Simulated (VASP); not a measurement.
# CoPdO2 (R-3m) in VASP: single point with PBEsol

Aim: the single point of CoPdO2 with PBEsol.

Everything below comes from runs of VASP 6.6.1. Logs are shortened: lines on timing, memory, paths and dates and some standing lists are left out, and cuts for length are marked.

## (1) The cell of the first run

Symmetry: R-3m, No. 166, trigonal system. The conventional cell has a = 2.863 Å, b = 2.863 Å, c = 17.873 Å, α = 90.00°, β = 90.00°, γ = 120.00°. Within 2.5 Å of Co (site symmetry -3m) lie 6 O at 1.92 Å. Within 2.7 Å of Pd (site symmetry -3m) lie 2 O at 2.01 Å. O (site symmetry 3m) has 3 Co at 1.92 Å and 1 Pd at 2.01 Å and 3 O at 2.55 Å within 2.6 Å.

## (2) Single point, PBEsol, collinear spin

Contents of INCAR:

```
SYSTEM = CoPdO2
ALGO = Normal ; EDIFF = 1E-6
ENCUT = 520 ; GGA = PS
ISIF = 2 ; ISMEAR = -1
ISPIN = 2 ; LASPH = .True.
LCHARG = .False. ; LMAXMIX = 4
LORBIT = 11 ; LREAL = .False.
LWAVE = .False. ; MAGMOM = 0.05 0 0 0
NBANDS = 28 ; NELM = 150
NUPDOWN = 0.05 ; PREC = Accurate
SIGMA = 0.08
```

Contents of KPOINTS:

```
k-points
0
Gamma
  12 12 12
  0 0 0
```

Contents of POSCAR:

```
CoPdO2
1.0
    1.4316899074      0.8265865534      5.9577715763
   -1.4316899074      0.8265865534      5.9577715763
    0.0000000000     -1.6531731068      5.9577715763
Co Pd O
1 1 2
Direct
    0.5000000000      0.5000000000      0.5000000000
    0.0000000000      0.0000000000      0.0000000000
    0.8875240000      0.8875240000      0.8875240000
    0.1124760000      0.1124760000      0.1124760000
```

Potentials or basis: VASP PAW PBE potentials, release 64 (Co, Pd, O).

Launch:

```
$ cat potpaw_PBE.64/Co/POTCAR potpaw_PBE.64/Pd/POTCAR potpaw_PBE.64/O/POTCAR > POTCAR
$ mpirun -np 1 vasp_std > vasp.out
```

OUTCAR:

```text
SYSTEM = CoPdO2
   EDIFF = 1E-6
   ENCUT = 520
   GGA = PS
   ISIF = 2
   ISMEAR = -1
   ISPIN = 2
   LASPH = .True.
   LORBIT = 11
   LREAL = .False.
   NELM = 150
   NUPDOWN = 0.05
   PREC = Accurate

 ion  position               nearest neighbor table
   1  0.500  0.500  0.500-   4 1.92   3 1.92   4 1.92   4 1.92   3 1.92   3 1.92
   2  0.000  0.000  0.000-   3 2.01   4 2.01
   3  0.888  0.888  0.888-   1 1.92   1 1.92   1 1.92   2 2.01
   4  0.112  0.112  0.112-   1 1.92   1 1.92   1 1.92   2 2.01

  LATTYP: Found a trigonal (rhomboedric) cell.
 ALAT       =     6.1828814865
 COS(alpha) =     0.8927626487

  Lattice vectors:

 A1 = (   1.4316899074,   0.8265865534,   5.9577715763)
 A2 = (  -1.4316899074,   0.8265865534,   5.9577715763)
 A3 = (   0.0000000000,  -1.6531731068,   5.9577715763)

Analysis of symmetry for initial positions (statically):
=====================================================================
 Subroutine PRICEL returns:
 Original cell was already a primitive cell.

 Routine SETGRP: Setting up the symmetry group for a
 trigonal (rhombohedral) supercell.

 Subroutine GETGRP returns: Found 12 space group operations
 (whereof 12 operations were pure point group operations)
 out of a pool of 12 trial point group operations.

The static configuration has the point symmetry D_3d.

Analysis of symmetry for dynamics (positions and initial velocities):
=====================================================================
 Subroutine PRICEL returns:
 Original cell was already a primitive cell.

 Routine SETGRP: Setting up the symmetry group for a
 trigonal (rhombohedral) supercell.

 Subroutine GETGRP returns: Found 12 space group operations
 (whereof 12 operations were pure point group operations)
 out of a pool of 12 trial point group operations.

The dynamic configuration has the point symmetry D_3d.

Analysis of structural, dynamic, and magnetic symmetry:
=====================================================================
 Subroutine PRICEL returns:
 Original cell was already a primitive cell.

 Routine SETGRP: Setting up the symmetry group for a
 trigonal (rhombohedral) supercell.

 Subroutine GETGRP returns: Found 12 space group operations
 (whereof 12 operations were pure point group operations)
[... 129 lines left out ...]
  Thomas-Fermi vector in A             =   2.590535
   LORBIT       =     11    0 simple, 1 ext, 2 COOP (PROOUT), +10 PAW based schemes
   GGA     = PS    functional components
   LHFCALC =     F    Hartree Fock is set to
   AEXX    =    0.0000 exact exchange contribution
   IVDW    =     0    specifies the selected vdW correction
   LEPSILON=     F    determine dielectric tensor
   LRPA    =     F    only Hartree local field effects (RPA)
 spin polarized calculation
  energy-cutoff  :      520.00
  volume of cell :       42.30
 maximum number of plane-waves:      1168
 NGX is ok and might be reduce to    48
   NGX = 23   NGY = 23   NGZ = 23

 number of electron      30.9999999 magnetization       0.0500000

 Free energy of the ion-electron system (eV)
  ---------------------------------------------------
  ext. energy  EPLUGINS =         0.00000000
  ---------------------------------------------------
  free energy    TOTEN  =       -27.70401524 eV

  energy without entropy =      -27.67754531  energy(sigma->0) =      -27.69078028

 E-fermi :   7.3188     XC(G=0): -12.5777

 val. band max:        7.3544837191   @ k =  -0.2500   0.1667   0.0833
 cond. band min:       7.3194930712   @ k =  -0.3333  -0.3333   0.0833
 fundamental gap:     -0.0349906479
 Fermi energy:         7.3730171805

 spin component 1

 k-point     1 :       0.0000    0.0000    0.0000
  band No.  band energies     occupation
      1     -13.3970      1.00000
      2     -11.5458      1.00000
      3      -1.1022      1.00000
      4       1.3553      1.00000
      5       1.3553      1.00000
      6       2.3108      1.00000
[... 709 lines left out ...]
     26      23.3254      0.00000
     27      24.9471      0.00000

 [... further k-points ...]

 spin component 2

 k-point     1 :       0.0000    0.0000    0.0000
  band No.  band energies     occupation
      1     -13.3941      1.00000
      2     -11.5427      1.00000
      3      -1.0951      1.00000
      4       1.3622      1.00000
      5       1.3622      1.00000
      6       2.3342      1.00000
[... 709 lines left out ...]
     26      23.3292      0.00000
     27      24.9521      0.00000

 [... further k-points ...]

 [bands above 27 left out]

------------------------ aborting loop because EDIFF is reached ----------------------------------------

  FORCE on cell =-STRESS in cart. coord.  units (eV):
  Direction    XX          YY          ZZ          XY          YZ          ZX
  --------------------------------------------------------------------------------------
  -------------------------------------------------------------------------------------
  Total       -2.5756766     -2.5756766     -2.9542446      0.0000000      0.0000000      0.0000000
  in kB      -97.5505029    -97.5505029   -111.8882908      0.0000000      0.0000000      0.0000000
  external PRESSURE =    -102.3297655 kB  Pullay stress =       0.0000000 kB

 VOLUME and BASIS-vectors are now :
 -----------------------------------------------------------------------------
  energy-cutoff  :      520.00
  volume of cell :       42.30
      direct lattice vectors                 reciprocal lattice vectors
     1.431689907  0.826586553  5.957771576     0.349237637  0.201632444  0.055949331
    -1.431689907  0.826586553  5.957771576    -0.349237637  0.201632444  0.055949331
     0.000000000 -1.653173107  5.957771576     0.000000000 -0.403264887  0.055949331

 POSITION                                       TOTAL-FORCE (eV/Angst)
 -----------------------------------------------------------------------------------
      0.00000      0.00000      8.93666         0.000000      0.000000      0.000000
      0.00000      0.00000      0.00000        -0.000000     -0.000000      0.000000
      0.00000      0.00000     15.86300        -0.000000      0.000000     -0.227178
      0.00000      0.00000      2.01032        -0.000000     -0.000000      0.227178
 -----------------------------------------------------------------------------------
    total drift:                                0.000000      0.000000     -0.000000

  FREE ENERGIE OF THE ION-ELECTRON SYSTEM (eV)
  ---------------------------------------------------
  free  energy   TOTEN  =       -27.7040152446 eV

  energy  without entropy=      -27.6775453075  energy(sigma->0) =      -27.69078028

 total charge

# of ion       s       p       d       tot
------------------------------------------
    1        0.422   0.640   7.316   8.377
    2        0.456   0.448   8.436   9.340
    3        1.555   3.404   0.000   4.959
    4        1.555   3.404   0.000   4.959
--------------------------------------------------
tot          3.988   7.896  15.752  27.636

 magnetization (x)

# of ion       s       p       d       tot
------------------------------------------
    1        0.000   0.000   0.014   0.015
    2        0.002   0.001   0.029   0.031
    3        0.001   0.001   0.000   0.002
    4        0.001   0.001   0.000   0.002
--------------------------------------------------
tot          0.003   0.003   0.043   0.049
```

OSZICAR:

```text
N       E                     dE             d eps       ncg     rms          rms(c)
DAV:   1     0.239398427798E+03    0.23940E+03   -0.14278E+04 21280   0.121E+03
DAV:   2    -0.142634030080E+02   -0.25366E+03   -0.22579E+03 22116   0.308E+02
[... 12 lines left out ...]
DAV:  15    -0.277040645284E+02    0.23293E-03   -0.16563E-04 32028   0.170E-01    0.113E-01
DAV:  16    -0.277040386847E+02    0.25844E-04   -0.32072E-05 29468   0.519E-02    0.772E-02
DAV:  17    -0.277040233203E+02    0.15364E-04   -0.59596E-06 25884   0.385E-02    0.418E-02
DAV:  18    -0.277040181485E+02    0.51718E-05   -0.53304E-06 29800   0.211E-02    0.252E-02
DAV:  19    -0.277040158871E+02    0.22614E-05   -0.72904E-07 13796   0.162E-02    0.120E-02
DAV:  20    -0.277040152446E+02    0.64248E-06   -0.92116E-07 14892   0.116E-02
   1 F= -.27704015E+02 E0= -.27690780E+02  d E =-.264699E-01  mag=     0.0500
```

stdout:

```text
POSCAR found type information on POSCAR CoPdO
 POSCAR found :  3 types and       4 ions
 scaLAPACK will be used
 -----------------------------------------------------------------------------
|                                                                             |
|                                                                             |
|     You enforced a specific xc type in the INCAR file but a different       |
|     I HOPE YOU KNOW WHAT YOU ARE DOING!                                     |
|                                                                             |
 -----------------------------------------------------------------------------

 LDA part: xc-table for (Slater+PW92), standard interpolation
 POSCAR, INCAR and KPOINTS ok, starting setup
 FFT: planning ... GRIDC
 FFT: planning ... GRID_SOFT
 FFT: planning ... GRID
 WAVECAR not read
 entering main loop
```

Run time: 63 min. Hardware: 1 thread of Intel Xeon 8259CL, shared host; peak memory 0.66 GiB.

What came out:

```yaml
Free_energy: -27.7040 eV
Pressure: -10.2 GPa
Largest_force: 0.227 eV/Å
Net_moment: 0.05 μB per cell
Site_moments: Co +0.01; Pd +0.03; O +0.00 μB
Valence_electrons_inside_the_program's_atomic_spheres: Co 8.38; Pd 9.34; O 4.96
```

Forces in eV/Å, atoms in the order of the input:
```
Co   0.000  0.000  0.000
Pd   0.000  0.000  0.000
O    0.000  0.000 -0.227
O    0.000  0.000  0.227
```

Caveat: the cell stands under tension; the PAW data sets were made with another functional, which shifts forces and pressure a little; the total moment is fixed, so each spin has its own Fermi level and the state may be an excited one.
